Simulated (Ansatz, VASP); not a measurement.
## One calculation of Al2Ru, two programs

Contents of POSCAR:

```
Al2Ru
1.0
    0.0000000000      3.9898374997      4.3915250777
    2.3524746913      0.0000000000      4.3915250777
    2.3524746913      3.9898374997      0.0000000000
Al Ru
4 2
Direct
    0.0790610300      0.4209389700      0.0790610300
    0.4209389700      0.0790610300      0.4209389700
    0.1709389700      0.8290610300      0.1709389700
    0.8290610300      0.1709389700      0.8290610300
    0.7500000000      0.7500000000      0.7500000000
    0.5000000000      0.5000000000      0.5000000000
```

INCAR.step1

```
PREC = Accurate
ENCUT = 520
ISMEAR = -1
SIGMA = 0.03
LREAL = F
LASPH = T
NELM = 100
NBANDS = 29
GGA = PE
ALGO = Normal
EDIFF = 1E-4
LWAVE = T
LCHARG = F
```

The input INCAR.step2:

```
PREC = Accurate
ENCUT = 520
EDIFF = 1E-7
ISMEAR = -1
SIGMA = 0.03
LREAL = F
LASPH = T
NELM = 100
ALGO = Normal
ISIF = 2
LWAVE = F
LCHARG = F
METAGGA = R2SCAN
LMIXTAU = T
NBANDS = 29
ISTART = 1
```

KPOINTS

```
Automatic mesh
0
Gamma
  10 10 10
```

Input for Ansatz:

```yaml
crystal:
  lattice:
    - [0.0, 3.9898374997, 4.3915250777]
    - [2.3524746913, 0.0, 4.3915250777]
    - [2.3524746913, 3.9898374997, 0.0]
  atoms:
    - { symbol: Al, position: [0.07906103, 0.42093897, 0.07906103] }
    - { symbol: Al, position: [0.42093897, 0.07906103, 0.42093897] }
    - { symbol: Al, position: [0.17093897, 0.82906103, 0.17093897] }
    - { symbol: Al, position: [0.82906103, 0.17093897, 0.82906103] }
    - { symbol: Ru, position: [0.75, 0.75, 0.75] }
    - { symbol: Ru, position: [0.5, 0.5, 0.5] }
basis:
  ecutwfc: 500
kpoints:
  mp_grid: { grid: [10, 10, 10] }
hamiltonian:
  xc: r2scan
scf:
  occupations: { method: fermi_dirac, width: 0.03 }
output:
  forces: true
  stress: true
  eigenvalues: true
```

Alike in both runs: task single point; functional r2SCAN; k mesh 10 × 10 × 10; occupations fermi-dirac, width 0.03 eV; no spin polarisation.

|  | VASP | Ansatz |
| --- | --- | --- |
| version | VASP 6.6.1 | Ansatz 0.2.0 |
| potentials or method | VASP PAW PBE potentials, release 64 (Al, Ru_pv), cutoff 520 eV | scalar-relativistic, plane waves, PAW |
| valence electrons in the cell | 40 | 44 |

Ansatz gave:

* gap on the k mesh at the Fermi level (eV): 0.17
* least direct gap on the mesh (eV): 1.37
* pressure (GPa): 0.0

What did VASP give for the same quantities?

gap on the k mesh at the Fermi level (eV): 0.18; least direct gap on the mesh (eV): 1.37; pressure (GPa): -0.1.

VASP's potentials were made for PBE, not for r2SCAN. VASP's potentials hold 40 valence electrons a cell and Ansatz's 44, so a difference there can come from the potentials and not from the codes.
